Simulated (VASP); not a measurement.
# Ru (P6_3/mmc) in VASP: further runs

Ru is run at these levels: r2SCAN; tasks: single point.

All numbers are computed with VASP 6.6.1; they aren't measurements. Logs are shortened: lines on timing, memory, paths and dates and some standing lists are left out, and cuts for length are marked.

### Step 1. The cell of the first run

Symmetry: P6_3/mmc, No. 194, hexagonal system. The conventional cell has a = 2.795 Å, b = 2.795 Å, c = 4.388 Å, α = 90.00°, β = 90.00°, γ = 120.00°. Ru (site symmetry -6m2) has 12 Ru at 2.72 to 2.79 Å within 3.6 Å.

### Step 2. Single point, r2SCAN (14.84 Å³/atom)

POSCAR reads:

```
Ru
1.0
    2.7945893399      0.0000000000      0.0000000000
   -1.3972946700      2.4201853615      0.0000000000
    0.0000000000      0.0000000000      4.3878993902
Ru
2
Direct
    0.3333333333      0.6666666667      0.2500000000
    0.6666666667      0.3333333333      0.7500000000
```

INCAR.step1 reads:

```
ALGO = Normal ; EDIFF = 1E-4
ENCUT = 520 ; GGA = PE
ISMEAR = 0 ; LASPH = T
LCHARG = F ; LREAL = F
LWAVE = T ; NBANDS = 21
NELM = 80 ; PREC = Accurate
SIGMA = 0.1
```

INCAR.step2 reads:

```
ALGO = Normal ; EDIFF = 1E-6
ENCUT = 520 ; ISIF = 2
ISMEAR = 0 ; ISTART = 1
LASPH = T ; LCHARG = F
LMIXTAU = T ; LREAL = F
LWAVE = F ; METAGGA = R2SCAN
NBANDS = 21 ; NELM = 80
PREC = Accurate ; SIGMA = 0.1
```

KPOINTS reads:

```
k-points
0
Gamma
  18 18 10
```

Potentials or basis: VASP PAW PBE potentials, release 64 (Ru_pv).

Command:

```
cat potpaw_PBE.64/Ru_pv/POTCAR > POTCAR
cp INCAR.step1 INCAR
mpirun -np 1 vasp_std > vasp.out
cp INCAR.step2 INCAR
mpirun -np 1 vasp_std > vasp.out
```

OUTCAR:

```text
EDIFF = 1E-6
   ENCUT = 520
   ISIF = 2
   ISMEAR = 0
   ISTART = 1
   LASPH = T
   LREAL = F
   METAGGA = R2SCAN
   NELM = 80
   PREC = Accurate

 ion  position               nearest neighbor table
   1  0.333  0.667  0.250-   2 2.72   2 2.72   2 2.72   2 2.72   2 2.72   2 2.72
   2  0.667  0.333  0.750-   1 2.72   1 2.72   1 2.72   1 2.72   1 2.72   1 2.72

  LATTYP: Found a hexagonal cell.
 ALAT       =     2.7945893399
 C/A-ratio  =     1.5701410320

  Lattice vectors:

 A1 = (   2.7945893399,   0.0000000000,   0.0000000000)
 A2 = (  -1.3972946700,   2.4201853615,   0.0000000000)
 A3 = (   0.0000000000,   0.0000000000,   4.3878993902)

Analysis of symmetry for initial positions (statically):
=====================================================================
 Subroutine PRICEL returns:
 Original cell was already a primitive cell.

 Routine SETGRP: Setting up the symmetry group for a
 hexagonal supercell.

 Subroutine GETGRP returns: Found 24 space group operations
 (whereof 12 operations were pure point group operations)
 out of a pool of 24 trial point group operations.

The static configuration has the point symmetry D_3d.
 The point group associated with its full space group is D_6h.

Analysis of symmetry for dynamics (positions and initial velocities):
=====================================================================
 Subroutine PRICEL returns:
 Original cell was already a primitive cell.

 Routine SETGRP: Setting up the symmetry group for a
 hexagonal supercell.

 Subroutine GETGRP returns: Found 24 space group operations
 (whereof 12 operations were pure point group operations)
 out of a pool of 24 trial point group operations.

The dynamic configuration has the point symmetry D_3d.
 The point group associated with its full space group is D_6h.

 Subroutine INISYM returns: Found 24 space group operations
 (whereof 12 operations are pure point group operations),
 and found     1 'primitive' translations

----------------------------------------------------------------------------------------

                                     Primitive cell

  volume of cell :      29.6772

  direct lattice vectors                    reciprocal lattice vectors
     2.794589340  0.000000000  0.000000000     0.357834329  0.206595746  0.000000000
    -1.397294670  2.420185362  0.000000000     0.000000000  0.413191492  0.000000000
     0.000000000  0.000000000  4.387899390     0.000000000  0.000000000  0.227899482

  length of vectors
     2.794589340  2.794589340  4.387899390     0.413191492  0.413191492  0.227899482

  position of ions in fractional coordinates (direct lattice)
     0.333333333  0.666666667  0.250000000
     0.666666667  0.333333333  0.750000000

  ion indices of the primitive-cell ions
   primitive index   ion index
                 1           1
                 2           2

----------------------------------------------------------------------------------------

 KPOINTS: k-points

Automatic generation of k-mesh.
 Grid dimensions read from file:
 generate k-points for:   18   18   10

 Generating k-lattice:

  Cartesian coordinates                     Fractional coordinates (reciprocal lattice)
     0.019879685  0.011477541  0.000000000     0.055555556  0.000000000  0.000000000
     0.000000000  0.022955083  0.000000000     0.000000000  0.055555556  0.000000000
     0.000000000  0.000000000  0.022789948     0.000000000  0.000000000  0.100000000

  Length of vectors
     0.022955083  0.022955083  0.022789948

  Shift w.r.t. Gamma in fractional coordinates (k-lattice)
     0.000000000  0.000000000  0.000000000

 Subroutine IBZKPT returns following result:
 ===========================================

 Found    222 irreducible k-points:

 Following reciprocal coordinates:
            Coordinates               Weight
  0.000000  0.000000  0.000000      1.000000
  0.055556  0.000000  0.000000      6.000000
  0.111111  0.000000  0.000000      6.000000
  0.166667  0.000000  0.000000      6.000000
  0.222222  0.000000  0.000000      6.000000
  0.277778 -0.000000  0.000000      6.000000
[... 16 lines left out ...]
  0.333333  0.111111  0.000000     12.000000
  0.388889  0.111111  0.000000     12.000000
 [... further k-points ...]
   k-points           NKPTS =    222   k-points in BZ     NKDIM =    222   number of bands    NBANDS=     21
   number of dos      NEDOS =    301   number of ions     NIONS =      2
   total plane-waves  NPLWV =  20736
   dimension x,y,z NGX =    24 NGY =   24 NGZ =   36
   dimension x,y,z NGXF=    48 NGYF=   48 NGZF=   72
   ions per type =               2
   NGX,Y,Z   is equivalent  to a cutoff of  14.28, 14.28, 13.64 a.u.
   NGXF,Y,Z  is equivalent  to a cutoff of  28.55, 28.55, 27.28 a.u.
 SYSTEM =  unknown system
   PREC   = accura    normal or accurate (medium, high low for compatibility)
   ISTART =      1    job   : 0-new  1-cont  2-samecut
   ICHARG =      0    charge: 1-file 2-atom 10-const
   ISPIN  =      1    spin polarized calculation?
   LNONCOLLINEAR =      F non collinear calculations
   LSORBIT =      F    spin-orbit coupling
   LASPH  =      T    aspherical Exc in radial PAW
   ENCUT  =  520.0 eV  38.22 Ry    6.18 a.u.   5.20  5.20  8.16*2*pi/ulx,y,z
   NELM   =     80;   NELMIN=  2; NELMDL=  0     # of ELM steps
   EDIFF  = 0.1E-05   stopping-criterion for ELM
   LREAL  =      F    real-space projection
   EDIFFG = 0.1E-04   stopping-criterion for IOM
   NSW    =      0    number of steps for IOM
   IBRION =     -1    ionic relax: 0-MD 1-quasi-New 2-CG
   NFREE  =      0    steps in history (QN), initial steepest desc. (CG)
   ISIF   =      2    stress and relaxation
   ISYM   =      2    0-nonsym 1-usesym 2-fastsym
   POTIM  = 0.5000    time-step for ionic-motion
   TEBEG  =    0.0;   TEEND  =   0.0 temperature during run
   PSTRESS=    0.0 pullay stress
   NELECT =      28.0000    total number of electrons
   NUPDOWN=      -1.0000    fix difference up-down
   EMIN   =  10.00;   EMAX   =-10.00  energy-range for DOS
   EFERMI =   0.00;   METHOD = LEGACY
   ISMEAR =     0;   SIGMA  =   0.10  broadening in eV -4-tet -1-fermi 0-gaus
   EFERMI_NEDOS =   21; number of points for ismear=-14 and -15
   IALGO  =     38    algorithm
   IMIX   =      4    mixing-type and parameters
     AMIX     =   0.40;   BMIX     =  1.00
     AMIX_MAG =   1.60;   BMIX_MAG =  1.00
  volume/ion in A,a.u.               =      14.84       100.14
  Fermi-wavevector in a.u.,A,eV,Ry     =   1.605658  3.034254 35.077697  2.578138
  Thomas-Fermi vector in A             =   2.701969
   LORBIT       =      0    0 simple, 1 ext, 2 COOP (PROOUT), +10 PAW based schemes
   METAGGA = R2SCAN    functional components
   LHFCALC =     F    Hartree Fock is set to
   AEXX    =    0.0000 exact exchange contribution
   IVDW    =     0    specifies the selected vdW correction
   LEPSILON=     F    determine dielectric tensor
   LRPA    =     F    only Hartree local field effects (RPA)
 non-spin polarized calculation
 Gauss-broadening in eV      SIGMA  =   0.10
  energy-cutoff  :      520.00
  volume of cell :       29.68
 maximum number of plane-waves:       818
 NGX is ok and might be reduce to    24
   NGX = 11   NGY = 11   NGZ = 17

 number of electron      28.0000000 magnetization

 Free energy of the ion-electron system (eV)
  ---------------------------------------------------
  ext. energy  EPLUGINS =         0.00000000
  ---------------------------------------------------
  free energy    TOTEN  =       -50.64480728 eV

  energy without entropy =      -50.63470518  energy(sigma->0) =      -50.63975623

 E-fermi :  11.1614     XC(G=0): -14.7817

 val. band max:       11.1607607396   @ k =   0.2778   0.1667   0.1000
 cond. band min:      11.1703647205   @ k =   0.2222   0.1111   0.1000
 fundamental gap:      0.0096039809
 Fermi energy:        11.1614325388

 k-point     1 :       0.0000    0.0000    0.0000
  band No.  band energies     occupation
      1     -33.6006      2.00000
      2     -32.8492      2.00000
      3     -32.8492      2.00000
      4     -32.7045      2.00000
      5     -32.7045      2.00000
      6     -32.6651      2.00000
[... 13 lines left out ...]
     20      19.5629      0.00000
     21      21.0190      0.00000

 k-point     2 :       0.0556    0.0000    0.0000
  band No.  band energies     occupation
      1     -33.5921      2.00000
      2     -32.8665      2.00000
      3     -32.8552      2.00000
      4     -32.7228      2.00000
      5     -32.7069      2.00000
      6     -32.6693      2.00000
[... 13 lines left out ...]
     20      19.5629      0.00000
     21      21.0044      0.00000

 k-point     3 :       0.1111    0.0000    0.0000
  band No.  band energies     occupation
      1     -33.5670      2.00000
      2     -32.9165      2.00000
      3     -32.8722      2.00000
      4     -32.7750      2.00000
      5     -32.7139      2.00000
      6     -32.6817      2.00000
[... 13 lines left out ...]
     20      19.5629      0.00000
     21      20.9603      0.00000

 k-point     4 :       0.1667    0.0000    0.0000
  band No.  band energies     occupation
      1     -33.5269      2.00000
      2     -32.9932      2.00000
      3     -32.8976      2.00000
      4     -32.8537      2.00000
      5     -32.7252      2.00000
      6     -32.7024      2.00000
[... 13 lines left out ...]
     20      19.5629      0.00000
     21      20.8917      0.00000

 k-point     5 :       0.2222    0.0000    0.0000
  band No.  band energies     occupation
      1     -33.4743      2.00000
      2     -33.0875      2.00000
      3     -32.9482      2.00000
      4     -32.9279      2.00000
      5     -32.7398      2.00000
      6     -32.7311      2.00000
[... 13 lines left out ...]
     20      19.5628      0.00000
     21      20.8144      0.00000
[... 382 lines left out ...]
     20      19.5628      0.00000
     21      20.8331      0.00000

 k-point    22 :       0.2778    0.1111    0.0000
  band No.  band energies     occupation
      1     -33.3274      2.00000
      2     -33.2719      2.00000
      3     -33.1629      2.00000
      4     -32.9962      2.00000
      5     -32.8221      2.00000
      6     -32.8111      2.00000
[... 13 lines left out ...]
     20      20.7220      0.00000
     21      20.8071      0.00000

 k-point    23 :       0.3333    0.1111    0.0000
  band No.  band energies     occupation
      1     -33.3444      2.00000
      2     -33.2641      2.00000
      3     -33.2108      2.00000
      4     -33.0343      2.00000
      5     -32.8670      2.00000
      6     -32.8275      2.00000
[... 13 lines left out ...]
     20      19.7387      0.00000
     21      21.7006      0.00000

 k-point    24 :       0.3889    0.1111    0.0000
  band No.  band energies     occupation
      1     -33.3917      2.00000
      2     -33.2421      2.00000
      3     -33.2127      2.00000
      4     -33.0588      2.00000
      5     -32.9064      2.00000
      6     -32.8381      2.00000
[... 13 lines left out ...]
     20      19.5628      0.00000
     21      22.0948      0.00000

 [... further k-points ...]

------------------------ aborting loop because EDIFF is reached ----------------------------------------

  FORCE on cell =-STRESS in cart. coord.  units (eV):
  Direction    XX          YY          ZZ          XY          YZ          ZX
  --------------------------------------------------------------------------------------
  -------------------------------------------------------------------------------------
  Total       -4.5621471     -4.5621471     -4.5386373      0.0000000      0.0000000      0.0000000
  in kB     -246.2955553   -246.2955553   -245.0263412      0.0000000      0.0000000      0.0000000
  external PRESSURE =    -245.8724840 kB  Pullay stress =       0.0000000 kB

 VOLUME and BASIS-vectors are now :
 -----------------------------------------------------------------------------
  energy-cutoff  :      520.00
  volume of cell :       29.68
      direct lattice vectors                 reciprocal lattice vectors
     2.794589340  0.000000000  0.000000000     0.357834329  0.206595746  0.000000000
    -1.397294670  2.420185362  0.000000000     0.000000000  0.413191492  0.000000000
     0.000000000  0.000000000  4.387899390     0.000000000  0.000000000  0.227899482

 POSITION                                       TOTAL-FORCE (eV/Angst)
 -----------------------------------------------------------------------------------
     -0.00000      1.61346      1.09697        -0.000000      0.000000      0.000000
      1.39729      0.80673      3.29092         0.000000      0.000000      0.000000
 -----------------------------------------------------------------------------------
    total drift:                               -0.000000      0.000000     -0.000000

  FREE ENERGIE OF THE ION-ELECTRON SYSTEM (eV)
  ---------------------------------------------------
  free  energy   TOTEN  =       -50.6448072835 eV

  energy  without entropy=      -50.6347051751  energy(sigma->0) =      -50.63975623
```

Run time: 5.8 min. Hardware: 1 thread of Intel Xeon 8259CL, shared host; peak memory 0.25 GiB.

What came out:

```yaml
Free_energy: -50.6448 eV
Pressure: -24.6 GPa
Band_gap_on_the_k_mesh: zero (bands 14 and 15 overlap by 2.86 eV)
```

Caveat: the cell stands under tension; the PAW data sets were made with another functional, which shifts forces and pressure a little.

### Step 3. Single point, r2SCAN

This run uses another cell than the first one, of 13.49 Å³/atom.

POSCAR reads:

```
Ru
1.0
    2.7023482492      0.0000000000      0.0000000000
    0.0000000000      4.2659655209      0.0000000000
    1.3511741246      0.0000000000      2.3403022337
Ru
2
Direct
    0.3333333333      0.7500000000      0.3333333333
    0.6666666667      0.2500000000      0.6666666667
```

INCAR.step1 reads:

```
SYSTEM = Ru
ALGO     = Normal         ! electronic algorithm
EDIFF    = 1E-4           ! SCF threshold, eV
ENCUT    = 520            ! plane-wave cutoff, eV
GGA      = PE             ! functional
ISMEAR   = 0              ! smearing method
ISYM     = 0            
LASPH    = .True.         ! aspherical terms in the spheres
LCHARG   = .False.        ! write CHGCAR
LREAL    = .False.        ! projectors in reciprocal space
LWAVE    = .True.         ! write WAVECAR
NBANDS   = 21             ! bands
NELM     = 80             ! most SCF steps
PREC     = Accurate       ! precision mode
SIGMA    = 0.1            ! smearing width, eV
```

INCAR.step2 reads:

```
SYSTEM = Ru
ALGO     = Normal         ! electronic algorithm
EDIFF    = 1E-6           ! SCF threshold, eV
ENCUT    = 520            ! plane-wave cutoff, eV
ISIF     = 2              ! what is computed and relaxed
ISMEAR   = 0              ! smearing method
ISTART   = 1            
ISYM     = 0            
LASPH    = .True.         ! aspherical terms in the spheres
LCHARG   = .False.        ! write CHGCAR
LMIXTAU  = .True.       
LREAL    = .False.        ! projectors in reciprocal space
LWAVE    = .False.        ! write WAVECAR
METAGGA  = R2SCAN         ! meta-GGA
NBANDS   = 21             ! bands
NELM     = 80             ! most SCF steps
PREC     = Accurate       ! precision mode
SIGMA    = 0.1            ! smearing width, eV
```

KPOINTS reads:

```
k-points
0
Gamma
  13 8 15
  0 0 0
```

Potentials or basis: VASP PAW PBE potentials, release 64 (Ru_pv).

Command:

```
cat potpaw_PBE.64/Ru_pv/POTCAR > POTCAR
cp INCAR.step1 INCAR
mpirun -np 1 vasp_std > vasp.out
cp INCAR.step2 INCAR
mpirun -np 1 vasp_std > vasp.out
```

OUTCAR:

```text
SYSTEM = Ru
   EDIFF = 1E-6
   ENCUT = 520
   ISIF = 2
   ISMEAR = 0
   ISTART = 1
   ISYM = 0
   LASPH = .True.
   LREAL = .False.
   METAGGA = R2SCAN
   NELM = 80
   PREC = Accurate

 ion  position               nearest neighbor table
   1  0.333  0.750  0.333-   2 2.64   2 2.64   2 2.64   2 2.64   2 2.64   2 2.64
   2  0.667  0.250  0.667-   1 2.64   1 2.64   1 2.64   1 2.64   1 2.64   1 2.64

IMPORTANT INFORMATION: All symmetrisations will be switched off!
NOSYMM: (Re-)initialisation of all symmetry stuff for point group C_1.

[... 753 lines left out ...]
  --------------------------------------------------------------------------------------
  -------------------------------------------------------------------------------------
  Total        0.2736447      0.1648996      0.3256586      0.0000000     -0.0000001      0.0186587
  in kB       16.2505133      9.7926338     19.3393773      0.0000005     -0.0000048      1.1080541
  external PRESSURE =      15.1275081 kB  Pullay stress =       0.0000000 kB

 VOLUME and BASIS-vectors are now :
 -----------------------------------------------------------------------------
  energy-cutoff  :      520.00
  volume of cell :       26.98
      direct lattice vectors                 reciprocal lattice vectors
     2.702348249  0.000000000  0.000000000     0.370048531  0.000000000 -0.213647619
     0.000000000  4.265965521  0.000000000     0.000000000  0.234413521  0.000000000
     1.351174125  0.000000000  2.340302234     0.000000000  0.000000000  0.427295238

 POSITION                                       TOTAL-FORCE (eV/Angst)
 -----------------------------------------------------------------------------------
      1.35117      3.19947      0.78010        -0.005808      0.000001      0.038466
      2.70235      1.06649      1.56020         0.005808     -0.000001     -0.038466
 -----------------------------------------------------------------------------------
    total drift:                                0.000001     -0.000000      0.000002

  FREE ENERGIE OF THE ION-ELECTRON SYSTEM (eV)
  ---------------------------------------------------
  free  energy   TOTEN  =       -50.8620191162 eV

  energy  without entropy=      -50.8552375175  energy(sigma->0) =      -50.85862832
```

OSZICAR.step1:

```text
N       E                     dE             d eps       ncg     rms          rms(c)
DAV:   1     0.288131922260E+03    0.28813E+03   -0.17588E+04 32906   0.149E+03
DAV:   2    -0.139114128443E+02   -0.30204E+03   -0.29271E+03 33573   0.445E+02
DAV:   3    -0.197571000236E+02   -0.58457E+01   -0.58111E+01 38522   0.694E+01
DAV:   4    -0.198005705532E+02   -0.43471E-01   -0.43420E-01 41015   0.573E+00
DAV:   5    -0.198011280208E+02   -0.55747E-03   -0.55284E-03 37557   0.578E-01    0.180E+01
DAV:   6    -0.185474588401E+02    0.12537E+01   -0.28158E+00 37817   0.164E+01    0.494E+00
DAV:   7    -0.184709215154E+02    0.76537E-01   -0.44149E-01 37727   0.492E+00    0.106E+00
DAV:   8    -0.184635046243E+02    0.74169E-02   -0.17356E-02 35717   0.111E+00    0.336E-01
DAV:   9    -0.184631607213E+02    0.34390E-03   -0.75543E-04 37226   0.293E-01    0.385E-02
DAV:  10    -0.184631622809E+02   -0.15595E-05   -0.86996E-05 21391   0.102E-01
   1 F= -.18463162E+02 E0= -.18459571E+02  d E =-.718279E-02
```

Wall time 7.2 min (1 thread of Intel Xeon 6975P-C (Granite Rapids), shared host); peak memory 0.42 GiB.

What came out:

```
Free energy            : -50.8620 eV
Pressure               : 1.5 GPa
Largest force          : 0.039 eV/Å
Band gap on the k mesh : zero (bands 14 and 15 overlap by 3.26 eV)
```

Forces on the atoms (eV/Å):
```
Ru  -0.006  0.000  0.038
Ru   0.006  0.000 -0.038
```

Caveat: the PAW data sets were made with another functional, which shifts forces and pressure a little.

(Continued in part 2 of 2.)

The gap in the log of VASP goes by the Fermi energy; the results here count the filled bands.